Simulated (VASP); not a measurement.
Input of a VASP 6.6.1 run:

File POSCAR:

```
NaI
1.0
    0.0000000000      3.5431916810      3.5431916810
    3.5431916810      0.0000000000      3.5431916810
    3.5431916810      3.5431916810      0.0000000000
Na I
1 1
Direct
    0.0000000000      0.0000000000      0.0000000000
    0.2500000000      0.2500000000      0.2500000000
```

Contents of INCAR.step1:

```
PREC = Accurate
ENCUT = 520
EDIFF = 1E-5
ISMEAR = 0
SIGMA = 0.01
LREAL = False
LASPH = True
NELM = 100
ALGO = Normal
ISIF = 2
LWAVE = True
LCHARG = False
NBANDS = 14
GGA = PE
```

File INCAR.step2:

```
PREC = Accurate
ENCUT = 520
EDIFF = 1E-7
ISMEAR = 0
SIGMA = 0.01
LREAL = False
LASPH = True
NELM = 100
ALGO = Normal
ISIF = 2
LWAVE = False
LCHARG = False
GGA = PE
LHFCALC = True
AEXX = 0.1
PRECFOCK = Normal
NBANDS = 14
ISTART = 1
```

The input KPOINTS:

```
regular mesh
0
Gamma
  4 4 4
```

Potentials or basis: VASP PAW PBE potentials, release 64 (Na_pv, I).

Command:

```console
$ cat potpaw_PBE.64/Na_pv/POTCAR potpaw_PBE.64/I/POTCAR > POTCAR
$ cp INCAR.step1 INCAR
$ mpirun -np 1 vasp_std > vasp.out
$ cp INCAR.step2 INCAR
$ mpirun -np 1 vasp_std > vasp.out
```

Problem. Estimate the band gap on the k mesh.

Solution. 4.49 eV.

Problem. What does it give for the pressure?

Solution. 0.3 GPa.

Caveat: the structure was generated, so it needn't be the stable form of NaI; the PAW data sets were made with another functional, which shifts forces and pressure a little; spin-orbit coupling is left out, which moves the levels of the heavy elements.
